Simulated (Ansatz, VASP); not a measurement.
## Two plane-wave programs on MgS

INCAR

```
  PREC = Accurate
  ENCUT = 600
  EDIFF = 1E-6
  ISMEAR = 0
  SIGMA = 0.01
  LREAL = False
  LASPH = True
  NELM = 120
  ALGO = Normal
  ISIF = 2
  LWAVE = False
  LCHARG = False
  GGA = PE
  NBANDS = 11
  GGA_COMPAT = False
```

Contents of KPOINTS:

```
Automatic mesh
0
Gamma
  3 3 3
```

Contents of POSCAR:

```
MgS
1.0
    0.0000000000      2.6016500000      2.6016500000
    2.6016500000      0.0000000000      2.6016500000
    2.6016500000      2.6016500000      0.0000000000
Mg S
1 1
Direct
    0.0000000000      0.0000000000      0.0000000000
    0.5000000000      0.5000000000      0.5000000000
```

Input for Ansatz:

```yaml
crystal:
  lattice:
    - [0.0, 2.60165, 2.60165]
    - [2.60165, 0.0, 2.60165]
    - [2.60165, 2.60165, 0.0]
  atoms:
    - { symbol: Mg, position: [0.0, 0.0, 0.0] }
    - { symbol: S, position: [0.5, 0.5, 0.5] }
kpoints:
  mp_grid:
    grid: [3, 3, 3]
hamiltonian:
  xc: pbe
  pseudopotentials:
    kind: nc
scf:
  occupations:
    method: fixed
output:
  rpa_energy:
    n_empty_bands: 80
    ecut_chi_ladder: [60.0, 80.0, 100.0]
    long_wavelength: optical_limit
```

Alike in both runs: task single point; functional PBE; k mesh 3 × 3 × 3; no spin polarisation.

```csv
,VASP,Ansatz
version,VASP 6.6.1,Ansatz 0.2.0
potentials or method,"VASP PAW PBE potentials, release 64 (Mg, S)","plane waves, norm-conserving potentials"
plane-wave cutoff (eV),600,1143
occupations,"gaussian, width 0.01 eV",fixed
valence electrons in the cell,8,16
```

```tsv
	VASP	Ansatz	Ansatz less VASP
gap on the k mesh at the Fermi level (eV)	3.67	3.68	+0.005
```

VASP's potentials hold 8 valence electrons a cell and Ansatz's 16, so a difference there can come from the potentials and not from the codes.

The k mesh is coarse, so the values compare programs but aren't converged.
